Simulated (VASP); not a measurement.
Here is a VASP 6.6.1 calculation.

The input INCAR:

```
  ALGO = Normal
  EDIFF = 1E-6
  ENCUT = 420
  GGA = PE
  GGA_COMPAT = F
  ISIF = 2
  ISMEAR = -1
  ISYM = -1
  LASPH = T
  LCHARG = F
  LREAL = Auto
  LWAVE = F
  NBANDS = 60
  NELM = 120
  PREC = Accurate
  SIGMA = 0.1379
```

The input KPOINTS:

```
explicit points
1
Reciprocal
  0.25000000   0.25000000   0.25000000 1
```

The input POSCAR:

```
B15As8
1.0
    6.7523970000     -0.0821590000     -0.0565340000
   -0.0821590000      6.5439730000      0.0455560000
   -0.0565340000      0.0455560000      7.1307640000
As B
8 15
Direct
    0.6357334570      0.9693178112      0.7044876696
    0.3992338381      0.7745787458      0.4362818032
    0.6598112703      0.2034216355      0.0090162421
    0.8207859508      0.8803341040      0.3301946064
    0.0329797064      0.1820782605      0.7104521644
    0.1165654852      0.1450728350      0.3384227798
    0.4485764750      0.2114612433      0.5441857975
    0.6204824184      0.5297012534      0.5425742996
    0.5126601461      0.6929618505      0.9670955537
    0.5179628141      0.4441140931      0.2609683125
    0.7562144358      0.7150384166      0.0794786557
    0.7689294061      0.4746261376      0.1715216752
    0.1556316078      0.9459992054      0.0122767403
    0.0760614210      0.5128425402      0.7359160956
    0.6824075275      0.5256139463      0.9055546304
    0.2940031057      0.7329596213      0.0391173320
    0.9718447251      0.6993282721      0.8717284250
    0.2918853643      0.5535324237      0.2196587524
    0.1902335248      0.7025303208      0.6194342136
    0.8961995684      0.9262913972     -0.0021738743
    0.2092041564      0.7244862382      0.8231763739
   -0.0343115463      0.5743484900      0.4958948594
    1.0180965807      0.4242197188      0.3051938500
```

Potentials or basis: VASP PAW PBE potentials, release 64 (As, B).

Launch:

```sh
$ cat potpaw_PBE.64/As/POTCAR potpaw_PBE.64/B/POTCAR > POTCAR
$ mpirun -np 1 vasp_std > vasp.out
```

(1) What does it give for the largest force?

(2) Estimate the pressure.

(3) Predict the band gap on the k mesh.

Answers

(1) 4.540 eV/Å.

(2) -0.8 GPa.

(3) zero (an odd number of electrons rules out a gap without spin polarisation).

Caveat: the atoms stand as in a frame of molecular dynamics.
